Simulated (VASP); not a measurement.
Set up this calculation in VASP 6.6.1, as the native input.

- Task: single point
- Functional: PBE
- Dispersion: D3(BJ)
- Potentials or basis: VASP PAW PBE potentials, release 64 (O, H, C)
- Cutoff: 520 eV
- k mesh: 1 × 1 × 1
- Occupations: fermi-dirac, width 0.05 eV
- Spin: no spin polarisation
- Dipole correction: no
- Further INCAR settings: ALGO = Normal; EDIFF = 1e-06; NBANDS = 58

The structure of H18CO9 lies in POSCAR:

```
H18CO9
1.0
    7.0065430000      0.0000000000      0.0000000000
    0.0000000000      7.1501650000      0.0000000000
    0.0000000000      0.0000000000      6.8283800000
O H C
9 18 1
Direct
    0.8561711532      0.6679146565      0.3938269399
    1.0051890069      0.0425444727      0.4904530796
    0.5958716017      0.2103587819      0.2898930639
    0.1702836905      0.4007879538      0.2850895820
    0.3633318171     -0.0996060930      0.6738933686
    0.6933519141      0.6199157642      0.8942970368
    0.1736376984      1.0404375284      1.0495461588
    0.3611481440      0.7931565216      0.2527539475
   -0.0549343663      0.3305797838      0.8025329580
    0.9315007415      0.5650079404      0.3984839742
    0.8908102041      0.7368361429      0.2682920400
    0.9947130846      0.0979278101      0.6138498443
    0.9427616444     -0.1027249022      0.5222615027
    0.6817342019      0.1403603973      0.3631168740
    0.4599986042      0.1873523198      0.3044206679
    0.3017750694      0.4216126481      0.2336132436
    0.1622768889      0.3376565436      0.4017058219
    0.4743423397     -0.0142514194      0.6579598675
    0.2590721273     -0.0643761368      0.5807819717
    0.5738065120      0.6409642295      0.8426303164
    0.6918390424      0.4782966547      0.8995691511
    0.2366930453      1.0589126265      0.9058810435
    0.2012261967      1.1455399980      1.1397432480
    0.3379840815      0.8555187188      0.1425521134
    0.4843900908      0.7680522058      0.2045433910
    0.1434801727      0.4458078939      1.0047185423
    0.2159838311      0.3830121403      0.7625674025
    0.0889597052      0.3999907694      0.8619760470
```

The input as run:

INCAR

```
SYSTEM = H18CO9
PREC     = Accurate       ! precision mode
ENCUT    = 520            ! plane-wave cutoff, eV
EDIFF    = 1E-6           ! SCF threshold, eV
ISMEAR   = -1             ! smearing method
SIGMA    = 0.05           ! smearing width, eV
LREAL    = .FALSE.        ! projectors in reciprocal space
LASPH    = .TRUE.         ! aspherical terms in the spheres
NELM     = 120            ! most SCF steps
ALGO     = Normal         ! electronic algorithm
ISIF     = 2              ! what is computed and relaxed
LWAVE    = .FALSE.        ! write WAVECAR
LCHARG   = .FALSE.        ! write CHGCAR
GGA      = PE             ! functional
IVDW     = 12             ! dispersion correction
NBANDS   = 58             ! bands
GGA_COMPAT= .FALSE.
```

KPOINTS

```
regular mesh
0
G
  1 1 1
  0 0 0
```

Potentials or basis: VASP PAW PBE potentials, release 64 (O, H, C).

The run is started by

```bash
$ cat potpaw_PBE.64/O/POTCAR potpaw_PBE.64/H/POTCAR potpaw_PBE.64/C/POTCAR > POTCAR
$ mpirun -np 1 vasp_gam > vasp.out
```

It gave:

- Pressure: 1.5 GPa
- Largest force: 6.686 eV/Å
- Dispersion energy per atom: -0.030 eV

Caveat: the k points lie up to 0.92 Å⁻¹ apart; the atoms stand as in a frame of molecular dynamics.

Wall time 69 s on 1 thread of Intel Xeon 8259CL (shared host), peak memory 0.38 GiB.
